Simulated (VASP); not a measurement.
A run of VASP 6.6.1 is set up as follows.

File INCAR:

```
PREC     = Accurate       # precision mode
ENCUT    = 520            # plane-wave cutoff, eV
EDIFF    = 1E-6           # SCF threshold, eV
ISMEAR   = -1             # smearing method
SIGMA    = 0.05           # smearing width, eV
LREAL    = False          # projectors in reciprocal space
LASPH    = True           # aspherical terms in the spheres
NELM     = 100            # most SCF steps
ALGO     = Normal         # electronic algorithm
ISIF     = 2              # what is computed and relaxed
LWAVE    = False          # write WAVECAR
LCHARG   = False          # write CHGCAR
GGA      = PS             # functional
IVDW     = 12             # dispersion correction
NBANDS   = 18             # bands
```

KPOINTS

```
Automatic mesh
0
Gamma
  9 9 9
```

Contents of POSCAR:

```
HfO2
1.0
    0.0000000000      2.5108494357      2.5108494357
    2.5108494357      0.0000000000      2.5108494357
    2.5108494357      2.5108494357      0.0000000000
Hf O
1 2
Direct
    0.0000000000      0.0000000000      0.0000000000
    0.7500000000      0.7500000000      0.7500000000
    0.2500000000      0.2500000000      0.2500000000
```

Potentials or basis: VASP PAW PBE potentials, release 64 (Hf_pv, O).

Command:

```sh
$ cat potpaw_PBE.64/Hf_pv/POTCAR potpaw_PBE.64/O/POTCAR > POTCAR
$ mpirun -np 1 vasp_std > vasp.out
```

(1) Estimate the band gap on the k mesh.

(2) Estimate the pressure.

(3) What does it give for the dispersion energy per atom?

Results:

(1) 3.86 eV, indirect (least direct gap 3.99 eV).

(2) -3.8 GPa.

(3) -0.234 eV.

Caveat: the PAW data sets were made with another functional, which shifts forces and pressure a little; spin-orbit coupling is left out, which moves the levels of the heavy elements.
